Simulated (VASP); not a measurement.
A run of VASP 6.6.1:

The input INCAR:

```
SYSTEM = Ag
PREC = Accurate ; ENCUT = 600
EDIFF = 1E-6 ; ISMEAR = 0
SIGMA = 0.1 ; LREAL = .FALSE.
LASPH = .TRUE. ; NELM = 60
ALGO = Normal ; ISIF = 3
LWAVE = .FALSE. ; LCHARG = .FALSE.
GGA = PE ; IBRION = 2
NSW = 90 ; EDIFFG = -0.04
```

KPOINTS

```
regular mesh
0
G
  6 4 6
  0 0 0
```

The input POSCAR:

```
Ag
1.0
    2.9334733900      0.0000000000      0.0000000000
    0.0000000000      4.0825593000      0.0000000000
    0.0000000000      0.0000000000      2.8863757400
Ag
2
Direct
    0.0000000000      0.0000000000      0.8189128100
    0.5000000000      0.5000000000      0.1810871900
```

Potentials or basis: VASP PAW PBE potentials, release 64 (Ag).

Launch:

```bash
$ cat potpaw_PBE.64/Ag/POTCAR > POTCAR
$ mpirun -np 1 vasp_std > vasp.out
```

Hardware: 1 thread of Intel(R) Xeon(R) 6975P-C (Granite Rapids) (shared host).

Problem. Estimate the wall time of this run.

Solution. It took 70 s on 1 thread of Intel(R) Xeon(R) 6975P-C (Granite Rapids), on a shared host, peak memory 0.17 GiB. Counts: scf iterations 92, k points 48, ion steps 13.
